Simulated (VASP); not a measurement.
# Ni2SbTe (P-6m2) in VASP: notebook, part 2 of 2

VASP 6.6.1. The steps go on from the part before.

### 4 Single point, PBE, collinear spin, ferromagnetic start

INCAR

```
PREC = Accurate
ENCUT = 520
EDIFF = 1E-6
ISMEAR = -1
SIGMA = 0.05
LREAL = F
LASPH = T
NELM = 150
ALGO = Normal
ISIF = 2
LWAVE = F
LCHARG = F
ISPIN = 2
MAGMOM = 0 0 1 1
LORBIT = 11
NUPDOWN = 2.0
LMAXMIX = 4
GGA = PE
NBANDS = 28
```

KPOINTS

```
Automatic mesh
0
Gamma
  7 7 5
```

POSCAR

```
Ni2SbTe
1.0
    3.9656228857      0.0000000000      0.0000000000
   -1.9828114428      3.4343301608      0.0000000000
    0.0000000000      0.0000000000      5.2034824400
Te Sb Ni
1 1 2
Direct
    0.3333333333      0.6666666667      0.0000000000
    0.6666666667      0.3333333333      0.5000000000
    0.0000000000      0.0000000000      0.2531824000
    0.0000000000      0.0000000000      0.7468176000
```

Potentials or basis: VASP PAW PBE potentials, release 64 (Te, Sb, Ni).

Command:

```
cat potpaw_PBE.64/Te/POTCAR potpaw_PBE.64/Sb/POTCAR potpaw_PBE.64/Ni/POTCAR > POTCAR
mpirun -np 1 vasp_std > vasp.out
```

OUTCAR:

```text
PREC = Accurate
   ENCUT = 520
   EDIFF = 1E-6
   ISMEAR = -1
   LREAL = F
   LASPH = T
   NELM = 150
   ISIF = 2
   ISPIN = 2
   LORBIT = 11
   NUPDOWN = 2.0
   GGA = PE

 ion  position               nearest neighbor table
   1  0.333  0.667  0.000-   3 2.64   4 2.64   3 2.64   4 2.64   3 2.64   4 2.64   2 3.47   2 3.47
                             2 3.47   2 3.47   2 3.47   2 3.47
   2  0.667  0.333  0.500-   3 2.63   4 2.63   3 2.63   4 2.63   3 2.63   4 2.63   1 3.47   1 3.47
                             1 3.47   1 3.47   1 3.47   1 3.47
   3  0.000  0.000  0.253-   4 2.57   2 2.63   2 2.63   2 2.63   4 2.63   1 2.64   1 2.64   1 2.64

   4  0.000  0.000  0.747-   3 2.57   2 2.63   2 2.63   2 2.63   3 2.63   1 2.64   1 2.64   1 2.64

  LATTYP: Found a hexagonal cell.
 ALAT       =     3.9656228857
 C/A-ratio  =     1.3121475718

  Lattice vectors:

 A1 = (   3.9656228857,   0.0000000000,   0.0000000000)
 A2 = (  -1.9828114428,   3.4343301608,   0.0000000000)
 A3 = (   0.0000000000,   0.0000000000,   5.2034824400)

Analysis of symmetry for initial positions (statically):
=====================================================================
 Subroutine PRICEL returns:
 Original cell was already a primitive cell.

 Routine SETGRP: Setting up the symmetry group for a
 hexagonal supercell.

 Subroutine GETGRP returns: Found 12 space group operations
 (whereof 12 operations were pure point group operations)
 out of a pool of 24 trial point group operations.

The static configuration has the point symmetry D_3h.

Analysis of symmetry for dynamics (positions and initial velocities):
=====================================================================
 Subroutine PRICEL returns:
 Original cell was already a primitive cell.

 Routine SETGRP: Setting up the symmetry group for a
 hexagonal supercell.

 Subroutine GETGRP returns: Found 12 space group operations
 (whereof 12 operations were pure point group operations)
 out of a pool of 24 trial point group operations.

The dynamic configuration has the point symmetry D_3h.

Analysis of structural, dynamic, and magnetic symmetry:
=====================================================================
 Subroutine PRICEL returns:
 Original cell was already a primitive cell.

 Routine SETGRP: Setting up the symmetry group for a
 hexagonal supercell.

 Subroutine GETGRP returns: Found 12 space group operations
 (whereof 12 operations were pure point group operations)
 out of a pool of 24 trial point group operations.

The overall configuration has the point symmetry D_3h.

 Subroutine INISYM returns: Found 12 space group operations
 (whereof 12 operations are pure point group operations),
 and found     1 'primitive' translations

----------------------------------------------------------------------------------------

                                     Primitive cell

  volume of cell :      70.8676

  direct lattice vectors                    reciprocal lattice vectors
     3.965622886  0.000000000  0.000000000     0.252167195  0.145588798  0.000000000
    -1.982811443  3.434330161  0.000000000     0.000000000  0.291177596  0.000000000
     0.000000000  0.000000000  5.203482440     0.000000000  0.000000000  0.192178990

  length of vectors
[... 83 lines left out ...]
   ENCUT  =  520.0 eV  38.22 Ry    6.18 a.u.   7.37  7.37  9.68*2*pi/ulx,y,z
   NELM   =    150;   NELMIN=  2; NELMDL= -5     # of ELM steps
   EDIFF  = 0.1E-05   stopping-criterion for ELM
   LREAL  =      F    real-space projection
   EDIFFG = 0.1E-04   stopping-criterion for IOM
   NSW    =      0    number of steps for IOM
   IBRION =     -1    ionic relax: 0-MD 1-quasi-New 2-CG
   NFREE  =      0    steps in history (QN), initial steepest desc. (CG)
   ISIF   =      2    stress and relaxation
   ISYM   =      2    0-nonsym 1-usesym 2-fastsym
   POTIM  = 0.5000    time-step for ionic-motion
   TEBEG  =    0.0;   TEEND  =   0.0 temperature during run
   PSTRESS=    0.0 pullay stress
   NELECT =      31.0000    total number of electrons
   NUPDOWN=       2.0000    fix difference up-down
   EMIN   =  10.00;   EMAX   =-10.00  energy-range for DOS
   EFERMI =   0.00;   METHOD = LEGACY
   ISMEAR =    -1;   SIGMA  =   0.05  broadening in eV -4-tet -1-fermi 0-gaus
   EFERMI_NEDOS =   21; number of points for ismear=-14 and -15
   IALGO  =     38    algorithm
   IMIX   =      4    mixing-type and parameters
     AMIX     =   0.40;   BMIX     =  1.00
     AMIX_MAG =   1.60;   BMIX_MAG =  1.00
  volume/ion in A,a.u.               =      17.72       119.56
  Fermi-wavevector in a.u.,A,eV,Ry     =   1.242738  2.348434 21.012804  1.544398
  Thomas-Fermi vector in A             =   2.377079
   LORBIT       =     11    0 simple, 1 ext, 2 COOP (PROOUT), +10 PAW based schemes
   GGA     = PE    functional components
   LHFCALC =     F    Hartree Fock is set to
   AEXX    =    0.0000 exact exchange contribution
   IVDW    =     0    specifies the selected vdW correction
   LEPSILON=     F    determine dielectric tensor
   LRPA    =     F    only Hartree local field effects (RPA)
 spin polarized calculation
  energy-cutoff  :      520.00
  volume of cell :       70.87
 maximum number of plane-waves:      1934
 NGX is ok and might be reduce to    30
   NGX = 15   NGY = 15   NGZ = 19

 number of electron      31.0000014 magnetization       2.0000001

 Free energy of the ion-electron system (eV)
  ---------------------------------------------------
  ext. energy  EPLUGINS =         0.00000000
  ---------------------------------------------------
  free energy    TOTEN  =       -18.51848547 eV

  energy without entropy =      -18.50183741  energy(sigma->0) =      -18.51016144

 E-fermi :   9.2714     XC(G=0): -11.3881

 val. band max:       10.4961703345   @ k =   0.2857   0.0000   0.4000
 cond. band min:       9.2803423078   @ k =   0.1429   0.1429   0.4000
 fundamental gap:     -1.2158280267
 Fermi energy:        10.5933823938

 spin component 1

 k-point     1 :       0.0000    0.0000    0.0000
  band No.  band energies     occupation
      1      -4.1044      1.00000
      2       0.2683      1.00000
      3       3.0982      1.00000
      4       5.3390      1.00000
      5       5.3390      1.00000
      6       6.2831      1.00000
[... 709 lines left out ...]
     26      19.3282      0.00000
     27      20.0592      0.00000
 Fermi energy:         9.2713501415

 spin component 2

 k-point     1 :       0.0000    0.0000    0.0000
  band No.  band energies     occupation
      1      -3.8842      1.00000
      2       0.4841      1.00000
      3       3.3695      1.00000
      4       5.8298      1.00000
      5       5.8298      1.00000
      6       6.8567      1.00000
[... 709 lines left out ...]
     26      19.5662      0.00000
     27      20.2826      0.00000
 [bands above 27 left out]

------------------------ aborting loop because EDIFF is reached ----------------------------------------

  FORCE on cell =-STRESS in cart. coord.  units (eV):
  Direction    XX          YY          ZZ          XY          YZ          ZX
  --------------------------------------------------------------------------------------
  -------------------------------------------------------------------------------------
  Total        2.6426052      2.6426052      1.7566470      0.0000000     -0.0000000      0.0000000
  in kB       59.7441401     59.7441401     39.7143564      0.0000000     -0.0000000      0.0000000
  external PRESSURE =      53.0675456 kB  Pullay stress =       0.0000000 kB

 VOLUME and BASIS-vectors are now :
 -----------------------------------------------------------------------------
  energy-cutoff  :      520.00
  volume of cell :       70.87
      direct lattice vectors                 reciprocal lattice vectors
     3.965622886  0.000000000  0.000000000     0.252167195  0.145588798  0.000000000
    -1.982811443  3.434330161  0.000000000     0.000000000  0.291177596  0.000000000
     0.000000000  0.000000000  5.203482440     0.000000000  0.000000000  0.192178990

 POSITION                                       TOTAL-FORCE (eV/Angst)
 -----------------------------------------------------------------------------------
     -0.00000      2.28955      0.00000        -0.000000      0.000000      0.000000
      1.98281      1.14478      2.60174        -0.000000     -0.000000      0.000000
      0.00000      0.00000      1.31743         0.000000     -0.000000     -0.064286
      0.00000      0.00000      3.88605         0.000000     -0.000000      0.064286
 -----------------------------------------------------------------------------------
    total drift:                                0.000000     -0.000000      0.000000

  FREE ENERGIE OF THE ION-ELECTRON SYSTEM (eV)
  ---------------------------------------------------
  free  energy   TOTEN  =       -18.5184854689 eV

  energy  without entropy=      -18.5018374098  energy(sigma->0) =      -18.51016144

 total charge

# of ion       s       p       d       tot
------------------------------------------
    1        1.375   1.900   0.100   3.375
    2        1.152   1.219   0.069   2.439
    3        0.431   0.456   8.426   9.314
    4        0.431   0.456   8.426   9.314
--------------------------------------------------
tot          3.389   4.032  17.020  24.441

 magnetization (x)

# of ion       s       p       d       tot
------------------------------------------
    1        0.041   0.156   0.009   0.206
    2        0.049   0.121   0.005   0.175
    3        0.014   0.039   0.604   0.657
    4        0.014   0.039   0.604   0.657
--------------------------------------------------
tot          0.119   0.355   1.221   1.694
```

OSZICAR:

```text
N       E                     dE             d eps       ncg     rms          rms(c)
DAV:   1     0.184014401637E+03    0.18401E+03   -0.12355E+04  2688   0.114E+03
DAV:   2    -0.696263046205E+01   -0.19098E+03   -0.17822E+03  2736   0.259E+02
DAV:   3    -0.196100518281E+02   -0.12647E+02   -0.12210E+02  3244   0.761E+01
DAV:   4    -0.198983718123E+02   -0.28832E+00   -0.28768E+00  3204   0.106E+01
DAV:   5    -0.199065807047E+02   -0.82089E-02   -0.82084E-02  3412   0.188E+00    0.160E+01
DAV:   6    -0.220893855121E+02   -0.21828E+01   -0.17384E+01  3124   0.740E+01    0.195E+01
DAV:   7    -0.185248021458E+02    0.35646E+01   -0.88688E+00  3316   0.535E+01    0.492E+00
DAV:   8    -0.185531102149E+02   -0.28308E-01   -0.56872E-01  3468   0.537E+00    0.317E+00
DAV:   9    -0.185207641048E+02    0.32346E-01   -0.71352E-02  3432   0.386E+00    0.109E+00
DAV:  10    -0.185188080626E+02    0.19560E-02   -0.50501E-03  4152   0.775E-01    0.677E-01
DAV:  11    -0.185186035752E+02    0.20449E-03   -0.12836E-03  2972   0.216E-01    0.225E-01
DAV:  12    -0.185184760430E+02    0.12753E-03   -0.34386E-04  3928   0.288E-01    0.451E-02
DAV:  13    -0.185184816283E+02   -0.55854E-05   -0.60335E-05  2960   0.489E-02    0.352E-02
DAV:  14    -0.185184834942E+02   -0.18659E-05   -0.31266E-06  3000   0.165E-02    0.105E-02
DAV:  15    -0.185184854005E+02   -0.19063E-05   -0.22567E-06  2684   0.103E-02    0.713E-03
DAV:  16    -0.185184854689E+02   -0.68431E-07   -0.21989E-07  1668   0.678E-03
   1 F= -.18518485E+02 E0= -.18510161E+02  d E =-.166481E-01  mag=     2.0000
```

It took 42 s on 1 thread of AMD EPYC 9R45 (Zen 5), shared host; peak memory 0.23 GiB.

Results:

```
Free energy                                           : -18.5185 eV
Pressure                                              : 5.3 GPa
Largest force                                         : 0.064 eV/Å
Net moment                                            : 2.00 μB per cell
Site moments                                          : Te +0.21; Sb +0.17; Ni +0.66 μB
Valence electrons inside the program's atomic spheres : Te 3.38; Sb 2.44; Ni 9.31
```

Forces on the atoms (eV/Å):
```
Te   0.000  0.000  0.000
Sb   0.000  0.000  0.000
Ni   0.000  0.000 -0.064
Ni   0.000  0.000  0.064
```

Caveat: the cell stands under pressure; spin-orbit coupling is left out, which moves the levels of the heavy elements; the total moment is fixed, so each spin has its own Fermi level and the state may be an excited one.

### 5 The runs side by side

```tsv
fixed moment (μB)	pressure (GPa)	moment (μB)	largest force (eV/Å)
1.0	3.5	1.00	0.05
1.5	4.2	1.50	0.08
2.0	5.3	2.00	0.06
```

Alike in all rows: task single point; level PBE; potentials or basis VASP PAW PBE potentials, release 64 (Te, Sb, Ni); spin collinear, ferromagnetic start; cell as given; k mesh 7 × 7 × 5; cutoff (eV) 520; smearing fermi-dirac 0.05 eV.

Caveats: the cell stands under pressure; spin-orbit coupling is left out, which moves the levels of the heavy elements; the total moment is fixed, so each spin has its own Fermi level and the state may be an excited one.

Total energies depend on the potentials used, so only differences within one code and one set of settings carry meaning.
